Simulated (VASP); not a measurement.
Ge, 4 atoms in the cell. It takes space group Cmmm (No. 65, orthorhombic). Conventional cell: a = 3.864 Å, b = 9.221 Å, c = 5.457 Å, α = 90.00°, β = 90.00°, γ = 90.00°. Within 3.0 Å of Ge (site symmetry mm2) lie 3 Ge at 2.30 to 2.31 Å. Within 3.0 Å of Ge (site symmetry m2m) lie 4 Ge at 2.30 to 2.31 Å. The cell was generated, and may not be a known phase.

```yaml
Program: VASP 6.6.1
Task: single point
Functional: PBE
Potentials_or_basis: VASP PAW PBE potentials, release 64 (Ge_d)
Cutoff: 520 eV
k_mesh: 6 × 6 × 4
Occupations: gaussian, width 0.1 eV
Spin: no spin polarisation
Dipole_correction: no
Further_INCAR_settings: ALGO = Normal; EDIFF = 1e-06; NBANDS = 36
```

Potentials or basis: VASP PAW PBE potentials, release 64 (Ge_d).

Run with:

```sh
$ cat potpaw_PBE.64/Ge_d/POTCAR > POTCAR
$ mpirun -np 1 vasp_std > vasp.out
```

Hardware: 1 thread of AMD EPYC 9R45 96-Core Processor (Zen 5) (shared host).

How long does it take, and how much memory?

Wall time 98 s on 1 thread of AMD EPYC 9R45 96-Core Processor (Zen 5), with other jobs on the host, peak memory 0.25 GiB. Counts: scf iterations 14, k points 39.
